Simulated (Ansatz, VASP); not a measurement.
**One calculation of Hf, two programs**

The input INCAR:

```
SYSTEM = Hf
  PREC = Accurate
  ENCUT = 520
  EDIFF = 1E-6
  ISMEAR = 0
  SIGMA = 0.15
  LREAL = .False.
  LASPH = .True.
  NELM = 60
  ALGO = Fast
  ISIF = 2
  LWAVE = .False.
  LCHARG = .False.
  GGA = CA
  NBANDS = 11
```

File KPOINTS:

```
Automatic mesh
0
Gamma
  18 18 18
  0 0 0
```

The input POSCAR:

```
Hf
1.0
    0.0000000000      2.2926477033      2.0709473406
    2.1762386633      0.0000000000      2.0709473406
    2.1762386633      2.2926477033      0.0000000000
Hf
1
Direct
    0.0000000000      0.0000000000      0.0000000000
```

Input for Ansatz:

```yaml
crystal:
  lattice:
    - [0.0, 2.2926477033, 2.0709473406]
    - [2.1762386633, 0.0, 2.0709473406]
    - [2.1762386633, 2.2926477033, 0.0]
  atoms:
    - { symbol: Hf, position: [0.0, 0.0, 0.0] }
basis:
  ecutwfc: 420
kpoints:
  mp_grid: { grid: [18, 18, 18] }
hamiltonian:
  xc: lda
scf:
  occupations: { method: gaussian, width: 0.15 }
output:
  forces: true
  stress: true
  eigenvalues: true
```

Change from the starting cell: strain +e along x and -e along y -0.0267, strain +e along z and -e/2 along x and y -0.0500.

Alike in both runs: task single point; functional LDA; k mesh 18 × 18 × 18; occupations gaussian, width 0.15 eV; no spin polarisation.

|  | VASP | Ansatz |
| --- | --- | --- |
| version | VASP 6.6.1 | Ansatz 0.2.0 |
| potentials or method | VASP PAW LDA potentials, release 64 (Hf_pv), cutoff 520 eV | scalar-relativistic, plane waves, PAW |
| valence electrons in the cell | 10 | 26 |

|  | VASP | Ansatz | Ansatz less VASP |
| --- | --- | --- | --- |
| gap on the k mesh at the Fermi level (eV) | none | none | - |
| pressure (GPa) | 0.3 | 0.3 | -0.03 |
| traceless stress, the component that is largest in VASP (GPa) | -2.49 | -2.49 | +0.002 |

LDA's correlation is that of Perdew and Zunger in VASP and of Perdew and Wang (1992) in Ansatz. A gap of «none» marks a metal or a gap that the smearing closes. VASP's potentials hold 10 valence electrons a cell and Ansatz's 26, so a difference there can come from the potentials and not from the codes.

Spin-orbit coupling is off throughout.
